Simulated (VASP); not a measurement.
# Hf5C3 (P-6m2) in VASP: further runs

The runs below take Hf5C3 through relaxation of cell and atoms, single point, with PBE.

Everything below comes from runs of VASP 6.6.1. Logs are shortened: lines on timing, memory, paths and dates and some standing lists are left out, and cuts for length are marked.

### Step 1. The cell of the first run

The structure is hexagonal, space group P-6m2 (No. 187). Conventional cell: a = 4.722 Å, b = 4.722 Å, c = 6.775 Å, α = 90.00°, β = 90.00°, γ = 120.00°. Hf (site symmetry mm2) has 6 Hf at 1.95 to 2.43 Å and 4 C at 1.96 to 2.36 Å within 2.6 Å. Within 2.6 Å of Hf (site symmetry 3m) lie 3 Hf at 1.95 Å. C (site symmetry 3m) has 3 Hf at 1.96 Å within 2.6 Å. Within 3.1 Å of C (site symmetry -6m2) lie 12 Hf at 2.36 to 3.04 Å and 6 C at 3.08 Å.

The cell was built from a structure type or drawn by symmetry, and may not be a known phase.

### Step 2. Relaxation of cell and atoms, PBE

Input file INCAR:

```
SYSTEM = Hf5C3
ALGO = Normal ; EDIFF = 1E-6
EDIFFG = -0.08 ; ENCUT = 600
GGA = PE ; IBRION = 2
ISIF = 3 ; ISMEAR = 0
LASPH = .TRUE. ; LCHARG = .FALSE.
LREAL = .FALSE. ; LWAVE = .FALSE.
NELM = 100 ; NSW = 36
PREC = Accurate ; SIGMA = 0.2
```

Input file KPOINTS:

```
k-points
0
G
  4 4 3
  0 0 0
```

Input file POSCAR:

```
Hf5C3
1.0
    4.7220211100      0.0000000000      0.0000000000
   -2.3610105600      4.0893902400      0.0000000000
    0.0000000000      0.0000000000      6.7751550700
Hf C
5 3
Direct
    0.8287286100      0.1712713900      0.5000000000
    0.8287286100      0.6574572300      0.5000000000
    0.3425427700      0.1712713900      0.5000000000
    0.0000000000      0.0000000000      0.3001619500
    0.0000000000      0.0000000000      0.6998380500
    0.6666666700      0.3333333300      0.7128373800
    0.6666666700      0.3333333300      0.2871626200
    0.3333333300      0.6666666700      0.5000000000
```

Potentials or basis: VASP PAW PBE potentials, release 64 (Hf_pv, C).

The run is started by

```bash
cat potpaw_PBE.64/Hf_pv/POTCAR potpaw_PBE.64/C/POTCAR > POTCAR
mpirun -np 1 vasp_std > vasp.out
```

OUTCAR:

```text
SYSTEM = Hf5C3
   EDIFF = 1E-6
   EDIFFG = -0.08
   ENCUT = 600
   GGA = PE
   IBRION = 2
   ISIF = 3
   ISMEAR = 0
   LASPH = .TRUE.
   LREAL = .FALSE.
   NELM = 100
   NSW = 36
   PREC = Accurate

 ion  position               nearest neighbor table
   1  0.829  0.171  0.500-   4 1.95   5 1.95   6 1.96   7 1.96   3 2.30   2 2.30   8 2.36   8 2.36
                             3 2.43   2 2.43   4 3.83   5 3.83   4 3.83   5 3.83
   2  0.829  0.657  0.500-   4 1.95   5 1.95   6 1.96   7 1.96   3 2.30   1 2.30   8 2.36   8 2.36
                             3 2.43   1 2.43   4 3.83   5 3.83   4 3.83   5 3.83
   3  0.343  0.171  0.500-   4 1.95   5 1.95   6 1.96   7 1.96   2 2.30   1 2.30   8 2.36   8 2.36
                             2 2.43   1 2.43   4 3.83   5 3.83   4 3.83   5 3.83
   4  0.000  0.000  0.300-   3 1.95   2 1.95   1 1.95   5 2.71   7 2.73   7 2.73   7 2.73   1 3.83
                             1 3.83   2 3.83   3 3.83   3 3.83   2 3.83
   5  0.000  0.000  0.700-   3 1.95   2 1.95   1 1.95   4 2.71   6 2.73   6 2.73   6 2.73   1 3.83
                             1 3.83   2 3.83   3 3.83   3 3.83   2 3.83
   6  0.667  0.333  0.713-   1 1.96   3 1.96   2 1.96   5 2.73   5 2.73   5 2.73
   7  0.667  0.333  0.287-   1 1.96   3 1.96   2 1.96   4 2.73   4 2.73   4 2.73
   8  0.333  0.667  0.500-   1 2.36   1 2.36   2 2.36   2 2.36   3 2.36   3 2.36

  LATTYP: Found a hexagonal cell.
 ALAT       =     4.7220211100
 C/A-ratio  =     1.4347998266

  Lattice vectors:

 A1 = (   4.7220211100,   0.0000000000,   0.0000000000)
 A2 = (  -2.3610105600,   4.0893902400,   0.0000000000)
 A3 = (   0.0000000000,   0.0000000000,   6.7751550700)

Analysis of symmetry for initial positions (statically):
=====================================================================
 Subroutine PRICEL returns:
 Original cell was already a primitive cell.

 Routine SETGRP: Setting up the symmetry group for a
 hexagonal supercell.

 Subroutine GETGRP returns: Found 12 space group operations
 (whereof 12 operations were pure point group operations)
 out of a pool of 24 trial point group operations.

The static configuration has the point symmetry D_3h.

Analysis of symmetry for dynamics (positions and initial velocities):
=====================================================================
 Subroutine PRICEL returns:
 Original cell was already a primitive cell.

 Routine SETGRP: Setting up the symmetry group for a
 hexagonal supercell.

 Subroutine GETGRP returns: Found 12 space group operations
 (whereof 12 operations were pure point group operations)
 out of a pool of 24 trial point group operations.

The dynamic configuration has the point symmetry D_3h.

 Subroutine INISYM returns: Found 12 space group operations
 (whereof 12 operations are pure point group operations),
 and found     1 'primitive' translations

----------------------------------------------------------------------------------------

                                     Primitive cell

  volume of cell :     130.8295

  direct lattice vectors                    reciprocal lattice vectors
     4.722021110  0.000000000  0.000000000     0.211773725  0.122267617  0.000000000
    -2.361010560  4.089390240  0.000000000     0.000000000  0.244535234  0.000000000
     0.000000000  0.000000000  6.775155070     0.000000000  0.000000000  0.147598098

  length of vectors
     4.722021110  4.722021114  6.775155070     0.244535234  0.244535234  0.147598098

  position of ions in fractional coordinates (direct lattice)
     0.828728610  0.171271390  0.500000000
     0.828728610  0.657457230  0.500000000
     0.342542770  0.171271390  0.500000000
     0.000000000  0.000000000  0.300161950
     0.000000000  0.000000000  0.699838050
     0.666666670  0.333333330  0.712837380
     0.666666670  0.333333330  0.287162620
     0.333333330  0.666666670  0.500000000

  ion indices of the primitive-cell ions
   primitive index   ion index
                 1           1
                 2           2
                 3           3
                 4           4
                 5           5
                 6           6
                 7           7
                 8           8

----------------------------------------------------------------------------------------

 KPOINTS: k-points

Automatic generation of k-mesh.
 Grid dimensions read from file:
 generate k-points for:    4    4    3

 Generating k-lattice:

  Cartesian coordinates                     Fractional coordinates (reciprocal lattice)
     0.052943431  0.030566904  0.000000000     0.250000000  0.000000000  0.000000000
     0.000000000  0.061133809  0.000000000     0.000000000  0.250000000  0.000000000
     0.000000000  0.000000000  0.049199366     0.000000000  0.000000000  0.333333333

  Length of vectors
     0.061133809  0.061133809  0.049199366

  Shift w.r.t. Gamma in fractional coordinates (k-lattice)
     0.000000000  0.000000000  0.000000000

 Subroutine IBZKPT returns following result:
 ===========================================

 Found      8 irreducible k-points:

 Following reciprocal coordinates:
            Coordinates               Weight
  0.000000  0.000000  0.000000      1.000000
  0.250000  0.000000  0.000000      6.000000
  0.500000  0.000000  0.000000      3.000000
  0.250000  0.250000  0.000000      6.000000
  0.000000  0.000000  0.333333      2.000000
  0.250000  0.000000  0.333333     12.000000
  0.500000  0.000000  0.333333      6.000000
  0.250000  0.250000  0.333333     12.000000
   k-points           NKPTS =      8   k-points in BZ     NKDIM =      8   number of bands    NBANDS=     37
   number of dos      NEDOS =    301   number of ions     NIONS =      8
   total plane-waves  NPLWV =  86400
   dimension x,y,z NGX =    40 NGY =   40 NGZ =   54
   dimension x,y,z NGXF=    80 NGYF=   80 NGZF=  108
   ions per type =               5   3
   NGX,Y,Z   is equivalent  to a cutoff of  14.08, 14.08, 13.25 a.u.
   NGXF,Y,Z  is equivalent  to a cutoff of  28.17, 28.17, 26.50 a.u.
 SYSTEM =  Hf5C3
   PREC   = accura    normal or accurate (medium, high low for compatibility)
   ISTART =      0    job   : 0-new  1-cont  2-samecut
   ICHARG =      2    charge: 1-file 2-atom 10-const
   ISPIN  =      1    spin polarized calculation?
   LNONCOLLINEAR =      F non collinear calculations
   LSORBIT =      F    spin-orbit coupling
   LASPH  =      T    aspherical Exc in radial PAW
   ENCUT  =  600.0 eV  44.10 Ry    6.64 a.u.   9.43  9.43 13.53*2*pi/ulx,y,z
   NELM   =    100;   NELMIN=  2; NELMDL= -5     # of ELM steps
   EDIFF  = 0.1E-05   stopping-criterion for ELM
   LREAL  =      F    real-space projection
   EDIFFG = -.8E-01   stopping-criterion for IOM
   NSW    =     36    number of steps for IOM
   IBRION =      2    ionic relax: 0-MD 1-quasi-New 2-CG
   NFREE  =      1    steps in history (QN), initial steepest desc. (CG)
   ISIF   =      3    stress and relaxation
   ISYM   =      2    0-nonsym 1-usesym 2-fastsym
   POTIM  = 0.5000    time-step for ionic-motion
   TEBEG  =    0.0;   TEEND  =   0.0 temperature during run
   PSTRESS=    0.0 pullay stress
   NELECT =      62.0000    total number of electrons
   NUPDOWN=      -1.0000    fix difference up-down
   EMIN   =  10.00;   EMAX   =-10.00  energy-range for DOS
   EFERMI =   0.00;   METHOD = LEGACY
   ISMEAR =     0;   SIGMA  =   0.20  broadening in eV -4-tet -1-fermi 0-gaus
   EFERMI_NEDOS =   21; number of points for ismear=-14 and -15
   IALGO  =     38    algorithm
   IMIX   =      4    mixing-type and parameters
     AMIX     =   0.40;   BMIX     =  1.00
     AMIX_MAG =   1.60;   BMIX_MAG =  1.00
  volume/ion in A,a.u.               =      16.35       110.36
  Fermi-wavevector in a.u.,A,eV,Ry     =   1.276351  2.411954 22.164872  1.629072
  Thomas-Fermi vector in A             =   2.409012
   LORBIT       =      0    0 simple, 1 ext, 2 COOP (PROOUT), +10 PAW based schemes
   GGA     = PE    functional components
   LHFCALC =     F    Hartree Fock is set to
   AEXX    =    0.0000 exact exchange contribution
   IVDW    =     0    specifies the selected vdW correction
   LEPSILON=     F    determine dielectric tensor
   LRPA    =     F    only Hartree local field effects (RPA)
 conjugate gradient relaxation of ions
 non-spin polarized calculation
 Gauss-broadening in eV      SIGMA  =   0.20
  energy-cutoff  :      600.00
  volume of cell :      130.83
 maximum number of plane-waves:      4395
 NGX is ok and might be reduce to    40
   NGX = 19   NGY = 19   NGZ = 27

--------------------------------------- Ionic step        1  -------------------------------------------

 number of electron      62.0000000 magnetization

 Free energy of the ion-electron system (eV)
  ---------------------------------------------------
  ext. energy  EPLUGINS =         0.00000000
  ---------------------------------------------------
  free energy    TOTEN  =       -25.90820408 eV

  energy without entropy =      -25.79420359  energy(sigma->0) =      -25.85120383

------------------------ aborting loop because EDIFF is reached ----------------------------------------

  FORCE on cell =-STRESS in cart. coord.  units (eV):
  Direction    XX          YY          ZZ          XY          YZ          ZX
  --------------------------------------------------------------------------------------
  -------------------------------------------------------------------------------------
  Total      104.2827295    104.2827296    124.8599825     -0.0000001      0.0000000     -0.0000000
  in kB     1277.0774963   1277.0774972   1529.0726912     -0.0000016      0.0000000     -0.0000000
  external PRESSURE =    1361.0758949 kB  Pullay stress =       0.0000000 kB
[... 357 lines left out ...]
     36      -2.3184      0.02050
     37      -2.1973      0.00151

------------------------ aborting loop EDIFF was not reached (unconverged)  ----------------------------

  FORCE on cell =-STRESS in cart. coord.  units (eV):
  Direction    XX          YY          ZZ          XY          YZ          ZX
  --------------------------------------------------------------------------------------
  -------------------------------------------------------------------------------------
  Total      418.7082357    418.7082362   1610.7504046     -0.0000009     -0.0000000     -0.0000000
  in kB     1102.5043799   1102.5043814   4241.2812187     -0.0000024     -0.0000000     -0.0000000
  external PRESSURE =    2148.7633266 kB  Pullay stress =       0.0000000 kB

 VOLUME and BASIS-vectors are now :
 -----------------------------------------------------------------------------
  energy-cutoff  :      600.00
  volume of cell :      608.47
      direct lattice vectors                 reciprocal lattice vectors
     7.691508737 -0.000000004 -0.000000000     0.130013504  0.075063332  0.000000000
    -3.845754380  6.661041966  0.000000000     0.000000000  0.150126663  0.000000000
     0.000000000  0.000000000 11.876488558     0.000000000  0.000000000  0.084199972
[... 713 lines left out ...]
     36       4.7185      0.00000
     37       4.8331      0.00000

[... ionic steps 4 to 22 ...]

--------------------------------------- Ionic step       23  -------------------------------------------

 number of electron      62.0000001 magnetization

------------------------ aborting loop because EDIFF is reached ----------------------------------------

  FORCE on cell =-STRESS in cart. coord.  units (eV):
  Direction    XX          YY          ZZ          XY          YZ          ZX
  --------------------------------------------------------------------------------------
  -------------------------------------------------------------------------------------
  Total        0.8341905      0.8341905      0.7930529     -0.0000000     -0.0000000      0.0000000
  in kB        6.9824179      6.9824179      6.6380843     -0.0000000     -0.0000000      0.0000000
  external PRESSURE =       6.8676401 kB  Pullay stress =       0.0000000 kB
[... 69 lines left out ...]
  energy  without entropy=      -63.1480787254  energy(sigma->0) =      -63.21208574

--------------------------------------- Ionic step       25  -------------------------------------------

 number of electron      62.0000005 magnetization

 Free energy of the ion-electron system (eV)
  ---------------------------------------------------
  ext. energy  EPLUGINS =         0.00000000
  ---------------------------------------------------
  free energy    TOTEN  =       -63.28719980 eV

  energy without entropy =      -63.15660335  energy(sigma->0) =      -63.22190158

 E-fermi :   1.9087     XC(G=0):  -9.0447

 val. band max:        1.8812230146   @ k =   0.0000   0.0000   0.3333
 cond. band min:       1.9190721469   @ k =   0.2500   0.2500   0.0000
 fundamental gap:      0.0378491323
 Fermi energy:         1.9087106766

 k-point     1 :       0.0000    0.0000    0.0000
  band No.  band energies     occupation
      1     -29.6863      2.00000
      2     -29.5409      2.00000
      3     -29.5409      2.00000
      4     -29.4246      2.00000
      5     -29.4246      2.00000
      6     -29.2664      2.00000
[... 344 lines left out ...]
  FREE ENERGIE OF THE ION-ELECTRON SYSTEM (eV)
  ---------------------------------------------------
  free  energy   TOTEN  =       -63.2871998024 eV

  energy  without entropy=      -63.1566033524  energy(sigma->0) =      -63.22190158

 reached required accuracy - stopping structural energy minimisation
```

Run time: 25 min. Hardware: 1 thread of AMD EPYC 7R43 (Zen 3), shared host; peak memory 0.28 GiB.

What came out:

| Quantity | Value |
| --- | --- |
| Free energy | -63.2872 eV |
| Relaxed volume | 24.42 Å³/atom |
| Relaxed cell | a = 5.413 Å, b = 5.413 Å, c = 7.700 Å, α = 90.00°, β = 90.00°, γ = 120.00° |
| Space group after relaxing (to 0.1 Å) | P-6m2 (No. 187) |
| Pressure after relaxing | 0.0 GPa |
| Largest force after relaxing | 0.040 eV/Å |
| Band gap on the k mesh | zero (bands 31 and 32 overlap by 0.42 eV) |

Forces in eV/Å, atoms in the order of the input:
```
Hf  -0.004  0.002  0.000
Hf   0.000 -0.005  0.000
Hf   0.004  0.002  0.000
Hf   0.000  0.000  0.032
Hf   0.000  0.000 -0.032
C    0.000  0.000  0.040
C    0.000  0.000 -0.040
C    0.000  0.000  0.000
```

Final structure:
```xyz
8
Lattice="5.4128 0.0000 0.0000 -2.7064 4.6877 0.0000 0.0000 0.0000 7.7003" Properties=species:S:1:pos:R:3 pbc="T T T"
Hf    4.0355    0.7952    3.8501
Hf    2.7064    3.0972    3.8501
Hf    1.3774    0.7952    3.8501
Hf    0.0000    0.0000    1.3135
Hf    0.0000    0.0000    6.3868
C     2.7064    1.5626    5.4453
C     2.7064    1.5626    2.2550
C     0.0000    3.1251    3.8501
```

Caveat: the k points lie up to 0.34 Å⁻¹ apart in the final cell; the volume moved by over 15 % at a fixed basis, so the end points are rough; spin-orbit coupling is left out, which moves the levels of the heavy elements; the relaxation stopped at a loose force limit of 0.08 eV/Å, so its end isn't a converged minimum.

### Step 3. Single point, PBE

This run uses another cell than the first one, of 20.28 Å³/atom.

Input file INCAR:

```
PREC = Accurate
ENCUT = 520
EDIFF = 1E-7
ISMEAR = 0
SIGMA = 0.2
LREAL = False
LASPH = True
NELM = 100
ALGO = Normal
ISIF = 2
LWAVE = False
LCHARG = False
GGA = PE
NBANDS = 41
```

Input file KPOINTS:

```
regular mesh
0
Gamma
  4 4 3
```

Input file POSCAR:

```
Hf5C3
1.0
    5.2905572758     -0.0000000028      0.0000000000
   -2.6452786355      4.5817570024      0.0000000000
    0.0000000000      0.0000000000      6.6915518294
Hf C
5 3
Direct
    0.3333333333      0.6666666667      0.7046991997
    0.3333333333      0.6666666667      0.2953008003
    0.8335924273      0.1664075727      0.0000000000
    0.8335924273      0.6671848545      0.0000000000
    0.3328151455      0.1664075727      0.0000000000
    0.6666666667      0.3333333333      0.6000870671
    0.6666666667      0.3333333333      0.3999129329
    0.3333333333      0.6666666667      0.0000000000
```

Potentials or basis: VASP PAW PBE potentials, release 64 (Hf_pv, C).

The run is started by

```bash
cat potpaw_PBE.64/Hf_pv/POTCAR potpaw_PBE.64/C/POTCAR > POTCAR
mpirun -np 1 vasp_std > vasp.out
```

Wall time 35 s (1 thread of Intel Xeon 6975P-C (Granite Rapids), shared host); peak memory 0.27 GiB.

It converged, with:

| Quantity | Value |
| --- | --- |
| Free energy | -66.7020 eV |
| Pressure | -0.3 GPa |
| Largest force | 0.035 eV/Å |
| Band gap on the k mesh | zero (bands 31 and 32 overlap by 0.83 eV) |

Forces in eV/Å, atoms in the order of the input:
```
Hf   0.000  0.000 -0.035
Hf   0.000  0.000  0.035
Hf   0.014 -0.008  0.000
Hf   0.000  0.017  0.000
Hf  -0.014 -0.008  0.000
C    0.000  0.000  0.021
C    0.000  0.000 -0.021
C    0.000  0.000  0.000
```

Stress tensor (GPa, compression positive):
```
-0.60  0.00  0.00
 0.00 -0.60  0.00
 0.00  0.00  0.25
```

Levels at points of the mesh, in eV from the Fermi level:
```
           k point  band 27  band 28  band 29  band 30  band 31  band 32  band 33  band 34  band 35  band 36
(0.00, 0.00, 0.00)    -2.10    -1.93    -1.42    -1.42    -0.77    -0.60     0.34     0.34     0.70     0.70
(0.50, 0.00, 0.00)    -1.16    -0.94    -0.57    -0.01     0.24     0.26     0.33     0.75     0.84     1.13
```

Caveat: spin-orbit coupling is left out, which moves the levels of the heavy elements.
